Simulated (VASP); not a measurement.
Wanted: the native input for a VASP 6.6.1 run.

```
Task                   : single point
Functional             : r2SCAN
Potentials or basis    : VASP PAW PBE potentials, release 64 (Bi_d)
Cutoff                 : 520 eV
k mesh                 : 8 × 8 × 8
Occupations            : fermi-dirac, width 0.1 eV
Spin                   : no spin polarisation
Dipole correction      : no
Further INCAR settings : ALGO = Normal; EDIFF = 1e-06; NBANDS = 22
```

The system is Bi.

```
CELL_PARAMETERS angstrom
0.00000 3.58609 3.58609
3.58609 0.00000 3.58609
3.58609 3.58609 0.00000
ATOMIC_POSITIONS crystal
Bi 0.00000 0.00000 0.00000
Bi 0.25000 0.25000 0.25000
```

This isn't the form of Bi at room conditions, which is rhombohedral.

One way to write it, as run:

POSCAR

```
Bi
1.0
    0.0000000000      3.5860868532      3.5860868532
    3.5860868532      0.0000000000      3.5860868532
    3.5860868532      3.5860868532      0.0000000000
Bi
2
Direct
    0.0000000000      0.0000000000      0.0000000000
    0.2500000000      0.2500000000      0.2500000000
```

INCAR.step1

```
ALGO     = Normal         # electronic algorithm
EDIFF    = 1E-4           # SCF threshold, eV
ENCUT    = 520            # plane-wave cutoff, eV
GGA      = PE             # functional
ISMEAR   = -1             # smearing method
LASPH    = T              # aspherical terms in the spheres
LCHARG   = F              # write CHGCAR
LREAL    = F              # projectors in reciprocal space
LWAVE    = T              # write WAVECAR
NBANDS   = 22             # bands
NELM     = 60             # most SCF steps
PREC     = Accurate       # precision mode
SIGMA    = 0.1            # smearing width, eV
```

INCAR.step2

```
ALGO     = Normal         # electronic algorithm
EDIFF    = 1E-6           # SCF threshold, eV
ENCUT    = 520            # plane-wave cutoff, eV
ISIF     = 2              # what is computed and relaxed
ISMEAR   = -1             # smearing method
ISTART   = 1            
LASPH    = T              # aspherical terms in the spheres
LCHARG   = F              # write CHGCAR
LMIXTAU  = T            
LREAL    = F              # projectors in reciprocal space
LWAVE    = F              # write WAVECAR
METAGGA  = R2SCAN         # meta-GGA
NBANDS   = 22             # bands
NELM     = 60             # most SCF steps
PREC     = Accurate       # precision mode
SIGMA    = 0.1            # smearing width, eV
```

KPOINTS

```
k-points
0
Gamma
  8 8 8
```

Potentials or basis: VASP PAW PBE potentials, release 64 (Bi_d).

Run with:

```console
$ cat potpaw_PBE.64/Bi_d/POTCAR > POTCAR
$ cp INCAR.step1 INCAR
$ mpirun -np 1 vasp_std > vasp.out
$ cp INCAR.step2 INCAR
$ mpirun -np 1 vasp_std > vasp.out
```

It gave:

| Quantity | Value |
| --- | --- |
| Pressure | 0.9 GPa |
| Band gap on the k mesh | zero (bands 15 and 16 overlap by 1.12 eV) |

Caveat: the PAW data sets were made with another functional, which shifts forces and pressure a little; spin-orbit coupling is left out, which moves the levels of the heavy elements.

Wall time 3.1 min on 1 thread of Intel(R) Xeon(R) Platinum 8259CL CPU @ 2.50GHz (Skylake/Cascade Lake), with other jobs on the host, peak memory 0.26 GiB.
